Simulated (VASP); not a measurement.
Set up this calculation in VASP 6.6.1, as the native input.

```yaml
Task: single point
Functional: PBE
Potentials_or_basis: VASP PAW PBE potentials, release 64 (Zn, O)
Cutoff: 600 eV
k_mesh: 6 × 6 × 8
Occupations: gaussian, width 0.05 eV
Spin: no spin polarisation
Dipole_correction: no
Further_INCAR_settings: ALGO = Normal; EDIFF = 1e-06; NBANDS = 46
```

The structure of ZnO lies in POSCAR:

```
ZnO
1.0
    5.5175700700      0.0000000000      0.0000000000
    0.0000000000      5.5175700700      0.0000000000
    0.0000000000      0.0000000000      3.2587787700
Zn O
4 4
Direct
    0.1819728400      0.1819728400      0.5000000000
    0.8180271600      0.8180271600      0.5000000000
    0.6819728400      0.3180271600      0.0000000000
    0.3180271600      0.6819728400      0.0000000000
    0.8172472300      0.1827527700      0.5000000000
    0.1827527700      0.8172472300      0.5000000000
    0.6827527700      0.6827527700      0.0000000000
    0.3172472300      0.3172472300      0.0000000000
```

These files were run (other wordings do the same):

INCAR

```
PREC = Accurate
ENCUT = 600
EDIFF = 1E-6
ISMEAR = 0
SIGMA = 0.05
LREAL = False
LASPH = True
NELM = 120
ALGO = Normal
ISIF = 2
LWAVE = False
LCHARG = True
GGA = PE
LELF = True
LVHAR = True
NBANDS = 46
GGA_COMPAT = False
```

KPOINTS

```
regular mesh
0
Gamma
  6 6 8
```

Potentials or basis: VASP PAW PBE potentials, release 64 (Zn, O).

The run is started by

```bash
$ cat potpaw_PBE.64/Zn/POTCAR potpaw_PBE.64/O/POTCAR > POTCAR
$ mpirun -np 1 vasp_std > vasp.out
```

It gave:

| Property | Result |
| --- | --- |
| Pressure | 5.8 GPa |
| Largest force | 0.035 eV/Å |
| Band gap on the k mesh | 0.80 eV |

Caveat: the cell stands under pressure.

It took 4.1 min on 1 thread of Oxide Virtual Turin-like Processor, with other jobs on the host, peak memory 0.33 GiB.
